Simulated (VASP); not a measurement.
# V (P6/mmm) in VASP: further runs

The runs below take V through single point, with revPBE.

Program: VASP 6.6.1. These are calculated values, not measurements. Logs are shortened: lines on timing, memory, paths and dates and some standing lists are left out, and cuts for length are marked.

## (1) The cell of the first run

Symmetry: P6/mmm, No. 191, hexagonal system. The conventional cell has a = 4.476 Å, b = 4.476 Å, c = 2.407 Å, α = 90.00°, β = 90.00°, γ = 120.00°. V (site symmetry 6/mmm) has 14 V at 2.41 to 2.85 Å within 3.2 Å. Within 3.2 Å of V (site symmetry -6m2) lie 11 V at 2.41 to 2.85 Å.

This isn't the form of V at room conditions, which is bcc.

## (2) Single point, revPBE

The input, INCAR:

```
SYSTEM = V
ALGO = Normal ; EDIFF = 1E-6
ENCUT = 520 ; GGA = RE
ISIF = 2 ; ISMEAR = -1
LASPH = .True. ; LCHARG = .False.
LREAL = .False. ; LWAVE = .False.
NBANDS = 26 ; NELM = 60
PREC = Accurate ; SIGMA = 0.1
```

The input, KPOINTS:

```
k-points
0
Gamma
  9 9 12
  0 0 0
```

The input, POSCAR:

```
V
1.0
    4.4761184990      0.0000000000      0.0000000000
   -2.2380592495      3.8764323305      0.0000000000
    0.0000000000      0.0000000000      2.4072592382
V
3
Direct
    0.0000000000      1.0000000000      0.0000000000
    0.3333333333      0.6666666667      0.5000000000
    0.6666666667      0.3333333333      0.5000000000
```

Potentials or basis: VASP PAW PBE potentials, release 64 (V_sv).

Launch:

```console
$ cat potpaw_PBE.64/V_sv/POTCAR > POTCAR
$ mpirun -np 1 vasp_std > vasp.out
```

OUTCAR:

```text
SYSTEM = V
   EDIFF = 1E-6
   ENCUT = 520
   GGA = RE
   ISIF = 2
   ISMEAR = -1
   LASPH = .True.
   LREAL = .False.
   NELM = 60
   PREC = Accurate

 ion  position               nearest neighbor table
   1  0.000  0.000  0.000-   2 2.85   3 2.85   2 2.85   3 2.85   3 2.85   3 2.85   2 2.85   2 2.85
                             3 2.85   3 2.85   2 2.85   2 2.85
   2  0.333  0.667  0.500-   3 2.58   3 2.58   3 2.58   1 2.85   1 2.85   1 2.85   1 2.85   1 2.85
                             1 2.85
   3  0.667  0.333  0.500-   2 2.58   2 2.58   2 2.58   1 2.85   1 2.85   1 2.85   1 2.85   1 2.85
                             1 2.85

  LATTYP: Found a hexagonal cell.
 ALAT       =     4.4761184990
 C/A-ratio  =     0.5378006053

  Lattice vectors:

 A1 = (   4.4761184990,   0.0000000000,   0.0000000000)
 A2 = (  -2.2380592495,   3.8764323305,   0.0000000000)
 A3 = (   0.0000000000,   0.0000000000,   2.4072592382)

Analysis of symmetry for initial positions (statically):
=====================================================================
 Subroutine PRICEL returns:
 Original cell was already a primitive cell.

 Routine SETGRP: Setting up the symmetry group for a
 hexagonal supercell.

 Subroutine GETGRP returns: Found 24 space group operations
 (whereof 24 operations were pure point group operations)
 out of a pool of 24 trial point group operations.

The static configuration has the point symmetry D_6h.

Analysis of symmetry for dynamics (positions and initial velocities):
=====================================================================
 Subroutine PRICEL returns:
 Original cell was already a primitive cell.

 Routine SETGRP: Setting up the symmetry group for a
 hexagonal supercell.

 Subroutine GETGRP returns: Found 24 space group operations
 (whereof 24 operations were pure point group operations)
 out of a pool of 24 trial point group operations.

The dynamic configuration has the point symmetry D_6h.

 Subroutine INISYM returns: Found 24 space group operations
 (whereof 24 operations are pure point group operations),
 and found     1 'primitive' translations

----------------------------------------------------------------------------------------

                                     Primitive cell

  volume of cell :      41.7692

  direct lattice vectors                    reciprocal lattice vectors
     4.476118499  0.000000000  0.000000000     0.223407848  0.128984581  0.000000000
    -2.238059250  3.876432331  0.000000000     0.000000000  0.257969162  0.000000000
     0.000000000  0.000000000  2.407259238     0.000000000  0.000000000  0.415410183

[... 85 lines left out ...]
   EDIFF  = 0.1E-05   stopping-criterion for ELM
   LREAL  =      F    real-space projection
   EDIFFG = 0.1E-04   stopping-criterion for IOM
   NSW    =      0    number of steps for IOM
   IBRION =     -1    ionic relax: 0-MD 1-quasi-New 2-CG
   NFREE  =      0    steps in history (QN), initial steepest desc. (CG)
   ISIF   =      2    stress and relaxation
   ISYM   =      2    0-nonsym 1-usesym 2-fastsym
   POTIM  = 0.5000    time-step for ionic-motion
   TEBEG  =    0.0;   TEEND  =   0.0 temperature during run
   PSTRESS=    0.0 pullay stress
   NELECT =      39.0000    total number of electrons
   NUPDOWN=      -1.0000    fix difference up-down
   EMIN   =  10.00;   EMAX   =-10.00  energy-range for DOS
   EFERMI =   0.00;   METHOD = LEGACY
   ISMEAR =    -1;   SIGMA  =   0.10  broadening in eV -4-tet -1-fermi 0-gaus
   EFERMI_NEDOS =   21; number of points for ismear=-14 and -15
   IALGO  =     38    algorithm
   IMIX   =      4    mixing-type and parameters
     AMIX     =   0.40;   BMIX     =  1.00
     AMIX_MAG =   1.60;   BMIX_MAG =  1.00
  volume/ion in A,a.u.               =      13.92        93.96
  Fermi-wavevector in a.u.,A,eV,Ry     =   1.600089  3.023730 34.834792  2.560285
  Thomas-Fermi vector in A             =   2.697280
   LORBIT       =      0    0 simple, 1 ext, 2 COOP (PROOUT), +10 PAW based schemes
   GGA     = RE    functional components
   LHFCALC =     F    Hartree Fock is set to
   AEXX    =    0.0000 exact exchange contribution
   IVDW    =     0    specifies the selected vdW correction
   LEPSILON=     F    determine dielectric tensor
   LRPA    =     F    only Hartree local field effects (RPA)
 non-spin polarized calculation
  energy-cutoff  :      520.00
  volume of cell :       41.77
 maximum number of plane-waves:      1155
 NGX is ok and might be reduce to    36
   NGX = 17   NGY = 17   NGZ =  9

 number of electron      38.9999982 magnetization

 Free energy of the ion-electron system (eV)
  ---------------------------------------------------
  ext. energy  EPLUGINS =         0.00000000
  ---------------------------------------------------
  free energy    TOTEN  =       -25.50804590 eV

  energy without entropy =      -25.37615514  energy(sigma->0) =      -25.44210052

 E-fermi :   9.5802     XC(G=0): -12.6202

 val. band max:        9.5797554064   @ k =   0.3333   0.1111   0.3333
 cond. band min:       9.5995541130   @ k =   0.1111   0.1111   0.4167
 fundamental gap:      0.0197987065
 Fermi energy:         9.5802063682

 k-point     1 :       0.0000    0.0000    0.0000
  band No.  band energies     occupation
      1     -54.5020      2.00000
      2     -54.3790      2.00000
      3     -54.3216      2.00000
      4     -28.4172      2.00000
      5     -28.4172      2.00000
      6     -28.3242      2.00000
[... 685 lines left out ...]
     25      11.9394      0.00000
     26      11.9394      0.00000

 [... further k-points ...]

------------------------ aborting loop because EDIFF is reached ----------------------------------------

  FORCE on cell =-STRESS in cart. coord.  units (eV):
  Direction    XX          YY          ZZ          XY          YZ          ZX
  --------------------------------------------------------------------------------------
  -------------------------------------------------------------------------------------
  Total        0.0563767      0.0563767      0.1159379      0.0000000     -0.0000000      0.0000000
  in kB        2.1624859      2.1624859      4.4471235      0.0000000     -0.0000000      0.0000000
  external PRESSURE =       2.9240317 kB  Pullay stress =       0.0000000 kB

 VOLUME and BASIS-vectors are now :
 -----------------------------------------------------------------------------
  energy-cutoff  :      520.00
  volume of cell :       41.77
      direct lattice vectors                 reciprocal lattice vectors
     4.476118499  0.000000000  0.000000000     0.223407848  0.128984581  0.000000000
    -2.238059250  3.876432331  0.000000000     0.000000000  0.257969162  0.000000000
     0.000000000  0.000000000  2.407259238     0.000000000  0.000000000  0.415410183

 POSITION                                       TOTAL-FORCE (eV/Angst)
 -----------------------------------------------------------------------------------
      0.00000      0.00000      0.00000        -0.000000      0.000000      0.000000
     -0.00000      2.58429      1.20363         0.000000      0.000000     -0.000000
      2.23806      1.29214      1.20363        -0.000000     -0.000000      0.000000
 -----------------------------------------------------------------------------------
    total drift:                                0.000000      0.000000     -0.000000

  FREE ENERGIE OF THE ION-ELECTRON SYSTEM (eV)
  ---------------------------------------------------
  free  energy   TOTEN  =       -25.5080458994 eV

  energy  without entropy=      -25.3761551405  energy(sigma->0) =      -25.44210052
```

stdout:

```text
POSCAR found type information on POSCAR V
 POSCAR found :  1 types and       3 ions
 scaLAPACK will be used
 -----------------------------------------------------------------------------
|                                                                             |
|                                                                             |
|     You enforced a specific xc type in the INCAR file but a different       |
|     I HOPE YOU KNOW WHAT YOU ARE DOING!                                     |
|                                                                             |
 -----------------------------------------------------------------------------

 LDA part: xc-table for (Slater+PW92), standard interpolation
 POSCAR, INCAR and KPOINTS ok, starting setup
 FFT: planning ... GRIDC
 FFT: planning ... GRID_SOFT
 FFT: planning ... GRID
 WAVECAR not read
 entering main loop
```

Wall time 55 s (1 thread of AMD EPYC 9R45 (Zen 5), shared host); peak memory 0.17 GiB.

What came out:

| Quantity | Value |
| --- | --- |
| Free energy | -25.5080 eV |
| Pressure | 0.3 GPa |
| Band gap on the k mesh | zero (an odd number of electrons rules out a gap without spin polarisation) |

Stress tensor (GPa, compression positive):
```
0.22 0.00 0.00
0.00 0.22 0.00
0.00 0.00 0.44
```

Caveat: the PAW data sets were made with another functional, which shifts forces and pressure a little.

## (3) Single point, revPBE (12.25 Å³/atom)

This run uses another cell than the first one, of 12.25 Å³/atom.

The input, INCAR:

```
PREC = Accurate
ENCUT = 520
EDIFF = 1E-6
ISMEAR = -1
SIGMA = 0.1
LREAL = F
LASPH = T
NELM = 60
ALGO = Normal
ISIF = 2
LWAVE = F
LCHARG = T
GGA = RE
LELF = T
LVHAR = T
NBANDS = 26
```

The input, KPOINTS:

```
regular mesh
0
Gamma
  9 9 15
```

The input, POSCAR:

```
V
1.0
    4.2893926117      0.0000000000      0.0000000000
   -2.1446963059      3.7147229686      0.0000000000
    0.0000000000      0.0000000000      2.3068379430
V
3
Direct
    0.0000000000      1.0000000000      0.0000000000
    0.3333333333      0.6666666667      0.5000000000
    0.6666666667      0.3333333333      0.5000000000
```

Potentials or basis: VASP PAW PBE potentials, release 64 (V_sv).

Launch:

```console
$ cat potpaw_PBE.64/V_sv/POTCAR > POTCAR
$ mpirun -np 1 vasp_std > vasp.out
```

Wall time 46 s (1 thread of AMD EPYC 9R45 (Zen 5), shared host); peak memory 0.16 GiB.

Results (log left out):

| Quantity | Value |
| --- | --- |
| Free energy | -25.1141 eV |
| Pressure | 27.7 GPa |
| Band gap on the k mesh | zero (an odd number of electrons rules out a gap without spin polarisation) |

Stress tensor (GPa, compression positive):
```
27.19  0.00  0.00
 0.00 27.19  0.00
 0.00  0.00 28.60
```

Levels at points of the mesh, in eV from the Fermi level:
| k point | band 17 | band 18 | band 19 | band 20 | band 21 | band 22 | band 23 | band 24 |
| --- | --- | --- | --- | --- | --- | --- | --- | --- |
| (0.00, 0.00, 0.00) | -1.49 | -1.49 | -1.42 | -0.95 | 0.54 | 0.54 | 2.60 | 2.60 |

Caveat: the cell stands under pressure; the PAW data sets were made with another functional, which shifts forces and pressure a little.

## (4) Single point, revPBE (12.81 Å³/atom)

This run uses another cell than the first one, of 12.81 Å³/atom.

The input, INCAR:

```
PREC     = Accurate       # precision mode
ENCUT    = 520            # plane-wave cutoff, eV
EDIFF    = 1E-7           # SCF threshold, eV
ISMEAR   = -1             # smearing method
SIGMA    = 0.1            # smearing width, eV
LREAL    = F              # projectors in reciprocal space
LASPH    = T              # aspherical terms in the spheres
NELM     = 60             # most SCF steps
ALGO     = Normal         # electronic algorithm
ISIF     = 2              # what is computed and relaxed
LWAVE    = F              # write WAVECAR
LCHARG   = F              # write CHGCAR
GGA      = RE             # functional
NBANDS   = 26             # bands
```

KPOINTS is that of step 3.

The input, POSCAR:

```
V
1.0
    4.3534228370      0.0000000000      0.0000000000
   -2.1767114185      3.7701747702      0.0000000000
    0.0000000000      0.0000000000      2.3412734369
V
3
Direct
    0.0000000000      1.0000000000      0.0000000000
    0.3333333333      0.6666666667      0.5000000000
    0.6666666667      0.3333333333      0.5000000000
```

Launch:

```console
$ cat potpaw_PBE.64/V_sv/POTCAR > POTCAR
$ mpirun -np 1 vasp_std > vasp.out
```

Run time: 49 s. Hardware: 1 thread of AMD EPYC 9R45 (Zen 5), shared host; peak memory 0.17 GiB.

It converged, with:

```yaml
Free_energy: -25.3439 eV
Pressure: 16.6 GPa
Band_gap_on_the_k_mesh: zero (an odd number of electrons rules out a gap without spin polarisation)
```

Stress tensor (GPa, compression positive):
```
16.25  0.00  0.00
 0.00 16.25  0.00
 0.00  0.00 17.35
```

Levels at points of the mesh, in eV from the Fermi level:
| k point | band 16 | band 17 | band 18 | band 19 | band 20 | band 21 | band 22 | band 23 | band 24 | band 25 |
| --- | --- | --- | --- | --- | --- | --- | --- | --- | --- | --- |
| (0.00, 0.00, 0.00) | -1.46 | -1.44 | -1.44 | -1.39 | -0.90 | 0.53 | 0.53 | 2.48 | 2.48 | 2.49 |

Caveat: the cell stands under pressure; the PAW data sets were made with another functional, which shifts forces and pressure a little.

## (5) Single point, revPBE (13.37 Å³/atom)

This run uses another cell than the first one, of 13.37 Å³/atom.

The input, INCAR:

```
PREC = Accurate
ENCUT = 520
EDIFF = 1E-6
ISMEAR = -1
SIGMA = 0.1
LREAL = False
LASPH = True
NELM = 80
ALGO = Normal
ISIF = 2
LWAVE = False
LCHARG = False
GGA = RE
NBANDS = 26
```

The input, KPOINTS:

```
Automatic mesh
0
Gamma
  9 9 15
```

The input, POSCAR:

```
V
1.0
    4.4156229954      0.0000000000      0.0000000000
   -2.2078114977      3.8240416875      0.0000000000
    0.0000000000      0.0000000000      2.3747247197
V
3
Direct
    0.0000000000      1.0000000000      0.0000000000
    0.3333333333      0.6666666667      0.5000000000
    0.6666666667      0.3333333333      0.5000000000
```

Launch:

```console
$ cat potpaw_PBE.64/V_sv/POTCAR > POTCAR
$ mpirun -np 1 vasp_std > vasp.out
```

It took 61 s on 1 thread of AMD EPYC 9R45 (Zen 5), shared host; peak memory 0.18 GiB.

It converged, with:

```yaml
Free_energy: -25.4692 eV
Pressure: 7.6 GPa
Band_gap_on_the_k_mesh: zero (an odd number of electrons rules out a gap without spin polarisation)
```

Stress tensor (GPa, compression positive):
```
7.30 0.00 0.00
0.00 7.30 0.00
0.00 0.00 8.11
```

Levels at points of the mesh, in eV from the Fermi level:
```
           k point  band 16  band 17  band 18  band 19  band 20  band 21  band 22  band 23  band 24  band 25
(0.00, 0.00, 0.00)    -1.42    -1.40    -1.40    -1.36    -0.85     0.51     0.51     2.36     2.36     2.37
```

Caveat: the cell stands under pressure; the PAW data sets were made with another functional, which shifts forces and pressure a little.

## (6) Overview

| cell | k mesh | gap on the mesh (eV) | pressure (GPa) |
| --- | --- | --- | --- |
| a = 4.476, b = 4.476, c = 2.407 Å, angles 90.0, 90.0, 120.0°, 3 atoms | 9 × 9 × 12 | none | 0.3 |
| a = 4.289, b = 4.289, c = 2.307 Å, angles 90.0, 90.0, 120.0°, 3 atoms | 9 × 9 × 15 | none | 27.7 |
| a = 4.353, b = 4.353, c = 2.341 Å, angles 90.0, 90.0, 120.0°, 3 atoms | 9 × 9 × 15 | none | 16.6 |
| a = 4.416, b = 4.416, c = 2.375 Å, angles 90.0, 90.0, 120.0°, 3 atoms | 9 × 9 × 15 | none | 7.6 |

Alike in all rows: task single point; level revPBE; potentials or basis VASP PAW PBE potentials, release 64 (V_sv); no spin polarisation; cutoff (eV) 520; smearing fermi-dirac 0.1 eV.

Caveats: the PAW data sets were made with another functional, which shifts forces and pressure a little; the cell stands under pressure (at least some runs).

Absolute energies hang on the potentials; compare differences alone.
